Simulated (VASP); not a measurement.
A run of VASP 6.6.1 is set up as follows.

INCAR

```
ALGO = Normal ; EDIFF = 1E-7
ENCUT = 520 ; GGA = PE
ISIF = 2 ; ISMEAR = 0
ISPIN = 2 ; LASPH = True
LCHARG = False ; LMAXMIX = 4
LORBIT = 11 ; LREAL = False
LWAVE = False ; MAGMOM = 1 0
NBANDS = 21 ; NELM = 150
PREC = Accurate ; SIGMA = 0.1
```

Contents of KPOINTS:

```
k-points
0
Gamma
  14 14 14
```

File POSCAR:

```
TeW
1.0
    0.0000000000      2.8320154625      2.8320154625
    2.8320154625      0.0000000000      2.8320154625
    2.8320154625      2.8320154625      0.0000000000
W Te
1 1
Direct
    0.0000000000      0.0000000000      0.0000000000
    0.5000000000      0.5000000000      0.5000000000
```

Potentials or basis: VASP PAW PBE potentials, release 64 (W_sv, Te).

Run with:

```bash
$ cat potpaw_PBE.64/W_sv/POTCAR potpaw_PBE.64/Te/POTCAR > POTCAR
$ mpirun -np 1 vasp_std > vasp.out
```

(1) Estimate the site moments.

(2) What does it give for the pressure?

(3) What does it give for the net moment?

Answers

(1) W +1.80; Te -0.03 μB.

(2) 0.0 GPa.

(3) 2.25 μB per cell.
